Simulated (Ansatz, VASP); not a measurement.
## Two plane-wave programs on CuAu3

```xyz
4
Lattice="3.9115 0.0000 0.0000 0.0000 3.9115 0.0000 0.0000 0.0000 3.9115" Properties=species:S:1:pos:R:3 pbc="T T T"
Cu    0.0000    0.0000    0.0000
Au    0.0000    1.9558    1.9558
Au    1.9558    0.0000    1.9558
Au    1.9558    1.9558    0.0000
```

Alike in both runs: task single point; functional LDA; k mesh 10 × 10 × 10; occupations fermi-dirac, width 0.15 eV; no spin polarisation.

|  | VASP | Ansatz |
| --- | --- | --- |
| version | VASP 6.6.1 | Ansatz 0.2.0 |
| potentials or method | VASP PAW LDA potentials, release 64 (Cu, Au), cutoff 520 eV | scalar-relativistic, plane waves, PAW |
| valence electrons in the cell | 44 | 76 |

Ansatz gave:

* gap on the k mesh at the Fermi level (eV): none
* pressure (GPa): 4.1

Task: Estimate VASP's values.

Result: gap on the k mesh at the Fermi level (eV): none; pressure (GPa): 4.5.

LDA's correlation is that of Perdew and Zunger in VASP and of Perdew and Wang (1992) in Ansatz. A gap of «none» marks a metal or a gap that the smearing closes. VASP's potentials hold 44 valence electrons a cell and Ansatz's 76, so a difference there can come from the potentials and not from the codes.

Spin-orbit coupling is off throughout.
